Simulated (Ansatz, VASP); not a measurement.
One calculation of CO2, two programs

Contents of INCAR:

```
PREC = Accurate
ENCUT = 520
EDIFF = 1E-6
ISMEAR = -1
SIGMA = 0.02
LREAL = F
LASPH = T
NELM = 80
ALGO = Normal
ISIF = 2
LWAVE = F
LCHARG = F
GGA = PE
IBRION = 2
NSW = 80
EDIFFG = -0.02
```

The input KPOINTS:

```
regular mesh
0
Gamma
  5 5 5
```

POSCAR

```
CO2
1.0
    3.5161000000      0.0000000000      0.0000000000
    0.0000000000      3.5161000000      0.0000000000
    0.0000000000      0.0000000000      4.1043000000
C O
2 4
Direct
    0.0000000000      0.0000000000      0.0000000000
    0.5000000000      0.5000000000      0.5000000000
    0.2300000000      0.2300000000      0.0000000000
    0.2700000000      0.7300000000      0.5000000000
    0.7700000000      0.7700000000      0.0000000000
    0.7300000000      0.2700000000      0.5000000000
```

Input for Ansatz:

```yaml
crystal:
  lattice:
    - [3.5161, 0.0, 0.0]
    - [0.0, 3.5161, 0.0]
    - [0.0, 0.0, 4.1043]
  atoms:
    - { symbol: C, position: [0.0, 0.0, 0.0] }
    - { symbol: C, position: [0.5, 0.5, 0.5] }
    - { symbol: O, position: [0.23, 0.23, 0.0] }
    - { symbol: O, position: [0.27, 0.73, 0.5] }
    - { symbol: O, position: [0.77, 0.77, 0.0] }
    - { symbol: O, position: [0.73, 0.27, 0.5] }
kpoints:
  mp_grid: { grid: [5, 5, 5] }
scf:
  occupations: { method: fermi_dirac, width: 0.02 }
hamiltonian:
  xc: pbe
  pseudopotentials: { kind: paw }
output:
  forces: true
  stress: true
  populations: true
  efg: { quadrupole_moments_barn: { O: -0.02558 }, contact_densities: true }
  write_density: true
  write_potential: true
  elf: true
  volumetric_format: npy
relax:
  f_tol: 0.02
  max_steps: 60
```

Alike in both runs: task relaxation of the atoms; functional PBE; k mesh 5 × 5 × 5; occupations fermi-dirac, width 0.02 eV; no spin polarisation.

|  | VASP | Ansatz |
| --- | --- | --- |
| version | VASP 6.6.1 | Ansatz 0.2.0 |
| potentials or method | VASP PAW PBE potentials, release 64 (C, O) | plane-wave PAW, scalar-relativistic |
| plane-wave cutoff (eV) | 520 | 420 |
| valence electrons in the cell | 32 | 32 |

```csv
,VASP,Ansatz,Ansatz less VASP
"gap on the k mesh at the Fermi level, each at its own relaxed structure (eV)",5.55,5.70,+0.146
```

Ansatz's warnings: stress scf threshold loose.

Noted on VASP's run: the standard files for N, O and F lose accuracy on very short bonds.
